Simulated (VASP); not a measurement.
SnO2, 6 atoms in the cell. It takes space group P6_3/mmc (No. 194, hexagonal). Conventional cell: a = 3.231 Å, b = 3.231 Å, c = 10.791 Å, α = 90.00°, β = 90.00°, γ = 120.00°. Within 2.8 Å of Sn (site symmetry -3m) lie 6 O at 2.12 Å. Within 2.8 Å of O (site symmetry 3m) lie 3 Sn at 2.12 Å and 3 O at 2.76 Å. 

- Program: VASP 6.6.1
- Task: single point
- Functional: PBEsol
- Dispersion: D4
- Potentials or basis: VASP PAW PBE potentials, release 64 (Sn_d, O)
- Cutoff: 520 eV
- k mesh: 12 × 12 × 2
- Occupations: gaussian, width 0.01 eV
- Spin: no spin polarisation
- Dipole correction: no
- Further INCAR settings: ALGO = Normal; EDIFF = 1e-06; NBANDS = 35

Potentials or basis: VASP PAW PBE potentials, release 64 (Sn_d, O).

The run is started by

```console
$ cat potpaw_PBE.64/Sn_d/POTCAR potpaw_PBE.64/O/POTCAR > POTCAR
$ mpirun -np 1 vasp_std > vasp.out
```

Hardware: 1 thread of AMD EPYC 9R45 96-Core Processor (Zen 5) (shared host).

Problem. Estimate the wall time of this run.

Solution. It took 83 s on 1 thread of AMD EPYC 9R45 96-Core Processor (Zen 5) (shared host), peak memory 0.23 GiB. Counts: scf iterations 14, k points 38.
